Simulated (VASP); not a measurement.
Runs of VASP 6.6.1 on Ru. The structure is that of space group P6_3/mmc (No. 194), or close to it. The cells are those of the table. 

```tsv
cell	gap on the mesh (eV)	pressure (GPa)
a = 2.529, b = 2.529, c = 4.640 Å, angles 90.0, 90.0, 120.0°, 2 atoms	none	33.4
a = 2.656, b = 2.656, c = 4.297 Å, angles 90.0, 90.0, 120.0°, 2 atoms	none	16.5
a = 2.847, b = 2.847, c = 3.781 Å, angles 90.0, 90.0, 120.0°, 2 atoms	none	25.4
a = 2.783, b = 2.783, c = 4.125 Å, angles 90.0, 90.0, 120.0°, 2 atoms	none	0.6
a = 2.783, b = 2.783, c = 3.781 Å, angles 90.0, 90.0, 120.0°, 2 atoms	none	42.8
a = 2.656, b = 2.656, c = 4.125 Å, angles 90.0, 90.0, 120.0°, 2 atoms	none	(b)
a = 2.529, b = 2.529, c = 4.812 Å, angles 90.0, 90.0, 120.0°, 2 atoms	none	(c)
a = 2.783, b = 2.783, c = 3.953 Å, angles 90.0, 90.0, 120.0°, 2 atoms	none	(a)
```

Alike in all rows: task single point; level PBE; potentials or basis VASP PAW PBE potentials, release 64 (Ru_pv); no spin polarisation; k mesh 18 × 18 × 10; cutoff (eV) 520; smearing gaussian 0.15 eV.

Q: Fill in the values left out.

A: (a) 18.6; (b) 34.6; (c) 23.4.

Caveats: the cell stands under pressure (at least some runs).

A k mesh can miss the band edges, and the runs leave out spin-orbit coupling on Ru.

A gap of «none» marks levels without a gap at the run's occupations.
